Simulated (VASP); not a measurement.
# Pt: single point with LDA

Crystal: Pt.

```
Pt
1.0
     0.00000    1.94677    1.94677
     1.94677    0.00000    1.94677
     1.94677    1.94677    0.00000
Pt
1
Direct
  0.00000 0.00000 0.00000
```

```yaml
Program: VASP 6.6.1
Task: single point
Functional: LDA
Potentials_or_basis: VASP PAW LDA potentials, release 64 (Pt)
Cutoff: 520 eV
k_mesh: 20 × 20 × 20
Occupations: gaussian, width 0.15 eV
Spin: no spin polarisation
```

* Pressure: 0.9 GPa
* Band gap on the k mesh: zero (band 5 reaches 12.09 eV, above the bottom of band 6 at 9.77 eV)

Levels at points of the mesh, in eV from the Fermi level:
```
           k point  band 1  band 2  band 3  band 4  band 5  band 6  band 7  band 8  band 9  band 10
(0.00, 0.00, 0.00)  -10.50   -3.96   -3.96   -3.96   -1.69   -1.69   14.55   19.59   19.59    19.59
(0.50, 0.00, 0.00)   -7.60   -4.02   -4.02   -0.58    0.04    0.04    5.99   14.12   19.03    19.03
(0.50, 0.50, 0.00)   -7.35   -6.89    0.02    0.51    0.51    1.71    9.10   11.40   11.40    20.46
```

It took 17 s on 1 thread of AMD EPYC 9R45 96-Core Processor (Zen 5), with other jobs on the host, peak memory 0.12 GiB.

Caveat: spin-orbit coupling is left out, which moves the levels of the heavy elements.
